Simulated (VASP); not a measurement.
# TaN (Cmc2_1) in VASP: notebook

Runs on TaN. Level: PBE. Tasks: single point.

Program: VASP 6.6.1. These are calculated values, not measurements. Logs are shortened: lines on timing, memory, paths and dates and some standing lists are left out, and cuts for length are marked.

### 1 The cell of the first run

It takes space group Cmc2_1 (No. 36, orthorhombic). The conventional cell has a = 2.679 Å, b = 5.459 Å, c = 7.018 Å, α = 90.00°, β = 90.00°, γ = 90.00°. Within 2.7 Å of Ta (site symmetry m) lie 4 N at 2.04 to 2.27 Å and 2 Ta at 2.68 Å. Within 2.7 Å of N (site symmetry m) lie 4 Ta at 2.04 to 2.27 Å and 2 N at 2.68 Å.

### 2 Single point, PBE

INCAR reads:

```
SYSTEM = TaN
PREC = Accurate ; ENCUT = 520
EDIFF = 1E-7 ; ISMEAR = 0
SIGMA = 0.15 ; LREAL = .FALSE.
LASPH = .TRUE. ; NELM = 80
ALGO = Normal ; ISIF = 2
LWAVE = .FALSE. ; LCHARG = .FALSE.
GGA = PE ; NBANDS = 24
```

KPOINTS reads:

```
regular mesh
0
G
  15 15 8
  0 0 0
```

POSCAR reads:

```
TaN
1.0
    2.6791549142      0.0000000000      0.0000000000
   -1.3395774571      2.7296661369      0.0000000000
    0.0000000000      0.0000000000      7.0180284658
Ta N
2 2
Direct
    0.3333333333      0.6666666667      0.0304880884
    0.6666666667      0.3333333333      0.5304880884
    0.3333333333      0.6666666667      0.3545119116
    0.6666666667      0.3333333333      0.8545119116
```

Potentials or basis: VASP PAW PBE potentials, release 64 (Ta_pv, N).

The run is started by

```
> cat potpaw_PBE.64/Ta_pv/POTCAR potpaw_PBE.64/N/POTCAR > POTCAR
> mpirun -np 1 vasp_std > vasp.out
```

OUTCAR:

```text
SYSTEM = TaN
   PREC = Accurate
   ENCUT = 520
   EDIFF = 1E-7
   ISMEAR = 0
   LREAL = .FALSE.
   LASPH = .TRUE.
   NELM = 80
   ISIF = 2
   GGA = PE

 ion  position               nearest neighbor table
   1  0.333  0.667  0.030-   4 2.04   4 2.04   4 2.20   3 2.27
   2  0.667  0.333  0.530-   3 2.04   3 2.04   3 2.20   4 2.27
   3  0.333  0.667  0.355-   2 2.04   2 2.04   2 2.20   1 2.27
   4  0.667  0.333  0.855-   1 2.04   1 2.04   1 2.20   2 2.27

  LATTYP: Found a base centered orthorhombic cell.
 ALAT       =     2.6791549142
 B/A-ratio  =     2.0377068324
 C/A-ratio  =     2.6194933442

  Lattice vectors:

 A1 = (   1.3395774571,  -2.7296661369,   0.0000000000)
 A2 = (   1.3395774571,   2.7296661369,   0.0000000000)
 A3 = (   0.0000000000,   0.0000000000,   7.0180284658)

Analysis of symmetry for initial positions (statically):
=====================================================================
 Subroutine PRICEL returns:
 Original cell was already a primitive cell.

 Routine SETGRP: Setting up the symmetry group for a
 base centered orthorhombic supercell.

 Subroutine GETGRP returns: Found  4 space group operations
 (whereof  2 operations were pure point group operations)
 out of a pool of  8 trial point group operations.

The static configuration has the point symmetry C_1h.
 The point group associated with its full space group is C_2v.

Analysis of symmetry for dynamics (positions and initial velocities):
=====================================================================
 Subroutine PRICEL returns:
 Original cell was already a primitive cell.

 Routine SETGRP: Setting up the symmetry group for a
 base centered orthorhombic supercell.

 Subroutine GETGRP returns: Found  4 space group operations
 (whereof  2 operations were pure point group operations)
 out of a pool of  8 trial point group operations.

The dynamic configuration has the point symmetry C_1h.
 The point group associated with its full space group is C_2v.

 Subroutine INISYM returns: Found  4 space group operations
 (whereof  2 operations are pure point group operations),
 and found     1 'primitive' translations

----------------------------------------------------------------------------------------

                                     Primitive cell

  volume of cell :      51.3242

  direct lattice vectors                    reciprocal lattice vectors
     2.679154914  0.000000000  0.000000000     0.373252026  0.183172584  0.000000000
    -1.339577457  2.729666137  0.000000000     0.000000000  0.366345168  0.000000000
     0.000000000  0.000000000  7.018028466     0.000000000  0.000000000  0.142490160

  length of vectors
     2.679154914  3.040648777  7.018028466     0.415775505  0.366345168  0.142490160

  position of ions in fractional coordinates (direct lattice)
     0.333333333  0.666666667  0.030488088
     0.666666667  0.333333333  0.530488088
     0.333333333  0.666666667  0.354511912
     0.666666667  0.333333333  0.854511912

  ion indices of the primitive-cell ions
   primitive index   ion index
                 1           1
                 2           2
                 3           3
                 4           4

----------------------------------------------------------------------------------------

 KPOINTS: regular mesh

Automatic generation of k-mesh.
 Grid dimensions read from file:
 generate k-points for:   15   15    8

 Generating k-lattice:

  Cartesian coordinates                     Fractional coordinates (reciprocal lattice)
     0.024883468  0.012211506  0.000000000     0.066666667  0.000000000  0.000000000
     0.000000000  0.024423011  0.000000000     0.000000000  0.066666667  0.000000000
     0.000000000  0.000000000  0.017811270     0.000000000  0.000000000  0.125000000

  Length of vectors
     0.027718367  0.024423011  0.017811270

  Shift w.r.t. Gamma in fractional coordinates (k-lattice)
     0.000000000  0.000000000  0.000000000

 Subroutine IBZKPT returns following result:
 ===========================================

 Found    320 irreducible k-points:

 Following reciprocal coordinates:
            Coordinates               Weight
  0.000000  0.000000  0.000000      1.000000
  0.066667  0.000000  0.000000      4.000000
  0.133333  0.000000  0.000000      4.000000
  0.200000 -0.000000  0.000000      4.000000
  0.266667  0.000000  0.000000      4.000000
  0.333333  0.000000  0.000000      4.000000
[... 16 lines left out ...]
  0.000000  0.133333  0.000000      2.000000
  0.066667  0.133333  0.000000      4.000000
 [... further k-points ...]
   k-points           NKPTS =    320   k-points in BZ     NKDIM =    320   number of bands    NBANDS=     24
   number of dos      NEDOS =    301   number of ions     NIONS =      4
   total plane-waves  NPLWV =  25920
   dimension x,y,z NGX =    20 NGY =   24 NGZ =   54
   dimension x,y,z NGXF=    40 NGYF=   48 NGZF=  108
   ions per type =               2   2
   NGX,Y,Z   is equivalent  to a cutoff of  12.41, 13.12, 12.79 a.u.
   NGXF,Y,Z  is equivalent  to a cutoff of  24.82, 26.24, 25.58 a.u.
 SYSTEM =  TaN
   PREC   = accura    normal or accurate (medium, high low for compatibility)
   ISTART =      0    job   : 0-new  1-cont  2-samecut
   ICHARG =      2    charge: 1-file 2-atom 10-const
   ISPIN  =      1    spin polarized calculation?
   LNONCOLLINEAR =      F non collinear calculations
   LSORBIT =      F    spin-orbit coupling
   LASPH  =      T    aspherical Exc in radial PAW
   ENCUT  =  520.0 eV  38.22 Ry    6.18 a.u.   4.98  5.65 13.05*2*pi/ulx,y,z
   NELM   =     80;   NELMIN=  2; NELMDL= -5     # of ELM steps
   EDIFF  = 0.1E-06   stopping-criterion for ELM
   LREAL  =      F    real-space projection
   EDIFFG = 0.1E-05   stopping-criterion for IOM
   NSW    =      0    number of steps for IOM
   IBRION =     -1    ionic relax: 0-MD 1-quasi-New 2-CG
   NFREE  =      0    steps in history (QN), initial steepest desc. (CG)
   ISIF   =      2    stress and relaxation
   ISYM   =      2    0-nonsym 1-usesym 2-fastsym
   POTIM  = 0.5000    time-step for ionic-motion
   TEBEG  =    0.0;   TEEND  =   0.0 temperature during run
   PSTRESS=    0.0 pullay stress
   NELECT =      32.0000    total number of electrons
   NUPDOWN=      -1.0000    fix difference up-down
   EMIN   =  10.00;   EMAX   =-10.00  energy-range for DOS
   EFERMI =   0.00;   METHOD = LEGACY
   ISMEAR =     0;   SIGMA  =   0.15  broadening in eV -4-tet -1-fermi 0-gaus
   EFERMI_NEDOS =   21; number of points for ismear=-14 and -15
   IALGO  =     38    algorithm
   IMIX   =      4    mixing-type and parameters
     AMIX     =   0.40;   BMIX     =  1.00
     AMIX_MAG =   1.60;   BMIX_MAG =  1.00
  volume/ion in A,a.u.               =      12.83        86.59
  Fermi-wavevector in a.u.,A,eV,Ry     =   1.398569  2.642913 26.612943  1.955996
  Thomas-Fermi vector in A             =   2.521714
   LORBIT       =      0    0 simple, 1 ext, 2 COOP (PROOUT), +10 PAW based schemes
   GGA     = PE    functional components
   LHFCALC =     F    Hartree Fock is set to
   AEXX    =    0.0000 exact exchange contribution
   IVDW    =     0    specifies the selected vdW correction
   LEPSILON=     F    determine dielectric tensor
   LRPA    =     F    only Hartree local field effects (RPA)
 non-spin polarized calculation
 Gauss-broadening in eV      SIGMA  =   0.15
  energy-cutoff  :      520.00
  volume of cell :       51.32
 maximum number of plane-waves:      1400
   NGX =  9   NGY = 11   NGZ = 27

 number of electron      32.0000000 magnetization

 Free energy of the ion-electron system (eV)
  ---------------------------------------------------
  ext. energy  EPLUGINS =         0.00000000
  ---------------------------------------------------
  free energy    TOTEN  =       -40.87774369 eV

  energy without entropy =      -40.86338593  energy(sigma->0) =      -40.87056481

 E-fermi :   5.7749     XC(G=0): -12.2072

 val. band max:        5.7630573830   @ k =   0.4000   0.0667   0.1250
 cond. band min:       5.7760742751   @ k =  -0.2000   0.0667   0.3750
 fundamental gap:      0.0130168921
 Fermi energy:         5.7748709076

 k-point     1 :       0.0000    0.0000    0.0000
  band No.  band energies     occupation
      1     -28.9738      2.00000
      2     -28.8390      2.00000
      3     -28.4864      2.00000
      4     -28.4805      2.00000
      5     -28.0171      2.00000
      6     -28.0117      2.00000
[... 16 lines left out ...]
     23      11.1280      0.00000
     24      11.9331      0.00000

 k-point     2 :       0.0667    0.0000    0.0000
  band No.  band energies     occupation
      1     -28.9612      2.00000
      2     -28.8293      2.00000
      3     -28.4960      2.00000
      4     -28.4901      2.00000
      5     -28.0901      2.00000
      6     -28.0851      2.00000
[... 16 lines left out ...]
     23      11.0568      0.00000
     24      11.9767      0.00000

 k-point     3 :       0.1333    0.0000    0.0000
  band No.  band energies     occupation
      1     -28.9260      2.00000
      2     -28.8023      2.00000
      3     -28.5282      2.00000
      4     -28.5229      2.00000
      5     -28.2862      2.00000
      6     -28.2821      2.00000
[... 16 lines left out ...]
     23      11.4293      0.00000
     24      12.0036      0.00000

 k-point     4 :       0.2000   -0.0000    0.0000
  band No.  band energies     occupation
      1     -28.8780      2.00000
      2     -28.7707      2.00000
      3     -28.6486      2.00000
      4     -28.6415      2.00000
      5     -28.4888      2.00000
      6     -28.4808      2.00000
[... 16 lines left out ...]
     23      11.9018      0.00000
     24      12.1218      0.00000

 k-point     5 :       0.2667    0.0000    0.0000
  band No.  band energies     occupation
      1     -28.9710      2.00000
      2     -28.9596      2.00000
      3     -28.7852      2.00000
      4     -28.7029      2.00000
      5     -28.5555      2.00000
      6     -28.5473      2.00000
[... 451 lines left out ...]
 k-point    22 :      -0.1333    0.0667    0.0000
  band No.  band energies     occupation
      1     -28.9317      2.00000
      2     -28.8058      2.00000
      3     -28.4894      2.00000
      4     -28.4832      2.00000
      5     -28.2885      2.00000
      6     -28.2848      2.00000
[... 16 lines left out ...]
     23      11.2295      0.00000
     24      11.9974      0.00000

 k-point    23 :       0.0000    0.1333    0.0000
  band No.  band energies     occupation
      1     -28.9500      2.00000
      2     -28.8240      2.00000
      3     -28.6221      2.00000
      4     -28.6173      2.00000
      5     -28.0363      2.00000
      6     -28.0302      2.00000
[... 16 lines left out ...]
     23      11.3478      0.00000
     24      11.9797      0.00000

 k-point    24 :       0.0667    0.1333    0.0000
  band No.  band energies     occupation
      1     -28.9284      2.00000
      2     -28.8102      2.00000
      3     -28.6881      2.00000
      4     -28.6833      2.00000
      5     -28.1138      2.00000
      6     -28.1079      2.00000
[... 16 lines left out ...]
     23      11.4340      0.00000
     24      12.5907      0.00000

 [... further k-points ...]
[... 5 lines left out ...]
  --------------------------------------------------------------------------------------
  -------------------------------------------------------------------------------------
  Total       18.7878276      1.5618733    -12.6569904      0.0000000      0.0000000      0.0000000
  in kB      586.4954738     48.7566538   -395.1104787      0.0000000      0.0000000      0.0000000
  external PRESSURE =      80.0472163 kB  Pullay stress =       0.0000000 kB

 VOLUME and BASIS-vectors are now :
 -----------------------------------------------------------------------------
  energy-cutoff  :      520.00
  volume of cell :       51.32
      direct lattice vectors                 reciprocal lattice vectors
     2.679154914  0.000000000  0.000000000     0.373252026  0.183172584  0.000000000
    -1.339577457  2.729666137  0.000000000     0.000000000  0.366345168  0.000000000
     0.000000000  0.000000000  7.018028466     0.000000000  0.000000000  0.142490160

 POSITION                                       TOTAL-FORCE (eV/Angst)
 -----------------------------------------------------------------------------------
     -0.00000      1.81978      0.21397         0.000000      0.646770      1.925364
      1.33958      0.90989      3.72298         0.000000     -0.646770      1.925364
     -0.00000      1.81978      2.48797         0.000000      0.647025     -1.925364
      1.33958      0.90989      5.99699        -0.000000     -0.647025     -1.925364
 -----------------------------------------------------------------------------------
    total drift:                               -0.000000      0.000000      0.000030

  FREE ENERGIE OF THE ION-ELECTRON SYSTEM (eV)
  ---------------------------------------------------
  free  energy   TOTEN  =       -40.8777436852 eV

  energy  without entropy=      -40.8633859320  energy(sigma->0) =      -40.87056481
```

Wall time 2.7 min (1 thread of AMD EPYC 9R45 (Zen 5), shared host); peak memory 0.4 GiB.

What came out:

| Item | Value |
| --- | --- |
| Free energy | -40.8777 eV |
| Pressure | 8.0 GPa |
| Largest force | 2.031 eV/Å |
| Band gap on the k mesh | zero (bands 16 and 17 overlap by 0.46 eV) |

Forces on the atoms (eV/Å):
```
Ta   0.000  0.647  1.925
Ta   0.000 -0.647  1.925
N    0.000  0.647 -1.925
N    0.000 -0.647 -1.925
```

Caveat: the cell differs from its parent crystal (strain +e along x and -e along y -0.0750, strain +e along z and -e/2 along x and y +0.1500); the stress differs along the axes, from -40 to 59 GPa; spin-orbit coupling is left out, which moves the levels of the heavy elements; forces of over 1 eV/Å act on the atoms, so gaps and moduli don't describe the material at rest.

### 3 Single point, PBE

This run uses another cell than the first one, of the same volume but with other edges.

INCAR reads:

```
SYSTEM = TaN
PREC = Accurate ; ENCUT = 520
EDIFF = 1E-6 ; ISMEAR = 0
SIGMA = 0.15 ; LREAL = .FALSE.
LASPH = .TRUE. ; NELM = 60
ALGO = Normal ; ISIF = 2
LWAVE = .FALSE. ; LCHARG = .FALSE.
GGA = PE ; NBANDS = 24
```

KPOINTS reads:

```
Automatic mesh
0
G
  15 15 8
  0 0 0
```

POSCAR reads:

```
TaN
1.0
    3.1519469579      0.0000000000      0.0000000000
   -1.5759734790      3.1391160574      0.0000000000
    0.0000000000      0.0000000000      5.1872384312
Ta N
2 2
Direct
    0.3333333333      0.6666666667      0.0304880884
    0.6666666667      0.3333333333      0.5304880884
    0.3333333333      0.6666666667      0.3545119116
    0.6666666667      0.3333333333      0.8545119116
```

Potentials or basis: VASP PAW PBE potentials, release 64 (Ta_pv, N).

The run is started by

```
> cat potpaw_PBE.64/Ta_pv/POTCAR potpaw_PBE.64/N/POTCAR > POTCAR
> mpirun -np 1 vasp_std > vasp.out
```

It took 2.5 min on 1 thread of AMD EPYC 9R45 (Zen 5), shared host; peak memory 0.4 GiB.

Results (log left out):

| Property | Result |
| --- | --- |
| Free energy | -39.9750 eV |
| Pressure | 42.5 GPa |
| Largest force | 10.231 eV/Å |
| Band gap on the k mesh | zero (bands 16 and 17 overlap by 1.48 eV) |

Forces on the atoms (eV/Å):
```
Ta    0.000   1.543 -10.114
Ta    0.000  -1.543 -10.114
N     0.000   1.004  10.114
N     0.000  -1.004  10.114
```

Stress tensor (GPa, compression positive):
```
  9.42   0.00   0.00
  0.00 -10.05   0.00
  0.00   0.00 128.23
```

Levels at points of the mesh, in eV from the Fermi level:
```csv
k point,band 12,band 13,band 14,band 15,band 16,band 17,band 18,band 19,band 20,band 21
"(0.00, 0.00, 0.00)",-5.83,-5.66,-4.87,-1.66,-1.36,-0.81,0.07,1.03,1.93,3.60
"(0.00, 0.00, 0.50)",-6.52,-5.91,-5.91,0.13,0.13,0.91,0.91,1.57,1.57,4.23
```

Caveat: the cell differs from its parent crystal (strain +e along x and -e along y -0.0750, strain +e along z and -e/2 along x and y -0.1500); the stress differs along the axes, from -10 to 128 GPa; spin-orbit coupling is left out, which moves the levels of the heavy elements; forces of over 1 eV/Å act on the atoms, so gaps and moduli don't describe the material at rest.
